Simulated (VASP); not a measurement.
Here is a VASP 6.6.1 calculation.

Contents of INCAR:

```
  PREC = Accurate
  ENCUT = 520
  EDIFF = 1E-8
  ISMEAR = -1
  SIGMA = 0.15
  LREAL = F
  LASPH = T
  NELM = 100
  ALGO = Normal
  ISIF = 2
  LWAVE = F
  LCHARG = T
  NBANDS = 16
  IBRION = 8
  NSW = 1
```

File KPOINTS:

```
Automatic mesh
0
Gamma
  18 18 14
```

File POSCAR:

```
CrB2
1.0
    2.9328683783      0.0000000000      0.0000000000
   -1.4664341891      2.5399385216      0.0000000000
    0.0000000000      0.0000000000      2.8364017756
Cr B
1 2
Direct
    0.0000000000      0.0000000000      0.0000000000
    0.3333333333      0.6666666667      0.5000000000
    0.6666666667      0.3333333333      0.5000000000
```

Potentials or basis: VASP PAW LDA potentials, release 64 (Cr_pv, B).

The run is started by

```bash
$ cat potpaw_LDA.64/Cr_pv/POTCAR potpaw_LDA.64/B/POTCAR > POTCAR
$ mpirun -np 1 vasp_std > vasp.out
```

Question: Predict the highest phonon frequency at Γ, LO-TO splitting left out.

Answer: 970 cm⁻¹.

Phonon frequencies in cm⁻¹ (negative: imaginary):
```tsv
q point	frequencies
(0.000, 0.000, 0.000)	-1 -1 0 459 459 472 566 970 970
```

Caveat: the cell wasn't relaxed at this level first, which shifts response properties. Spin polarisation is off, so any magnetic state and its effect on volume and gap are missing.
